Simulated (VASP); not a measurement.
Input of a VASP 6.6.1 run:

INCAR

```
SYSTEM = CdS
  ALGO = Normal
  EDIFF = 1E-6
  ENCUT = 630
  GGA = PE
  GGA_COMPAT = .False.
  ISIF = 2
  ISMEAR = -1
  LASPH = .True.
  LCHARG = .False.
  LREAL = .False.
  LWAVE = .False.
  NBANDS = 20
  NELM = 120
  PREC = Accurate
  SIGMA = 0.02
```

The input KPOINTS:

```
k-points
0
Gamma
  8 8 8
  0 0 0
```

File POSCAR:

```
CdS
1.0
    0.0000000000      2.7267765431      2.7183235359
    2.7267765431      0.0000000000      2.7183235359
    2.7267765431      2.7267765431      0.0000000000
Cd S
1 1
Direct
    0.0000000000      0.0000000000      0.0000000000
    0.5000000000      0.5000000000      0.5000000000
```

Potentials or basis: VASP PAW PBE potentials, release 64 (Cd_sv_GW, S).

Launch:

```bash
$ cat potpaw_PBE.64/Cd_sv_GW/POTCAR potpaw_PBE.64/S/POTCAR > POTCAR
$ mpirun -np 1 vasp_std > vasp.out
```

What does it give for the pressure?

1.8 GPa.

What does it give for the band gap on the k mesh?

0.24 eV (least direct gap 1.76 eV).

Stress tensor (GPa, compression positive):
```
1.72 0.00 0.00
0.00 1.72 0.00
0.00 0.00 1.98
```

Caveat: the cell differs from its parent crystal (uniaxial z strain -0.3%); the structure was generated, so it needn't be the stable form of CdS; semilocal functionals underestimate gaps, and a narrow one can read as zero. A k mesh can miss the band edges.
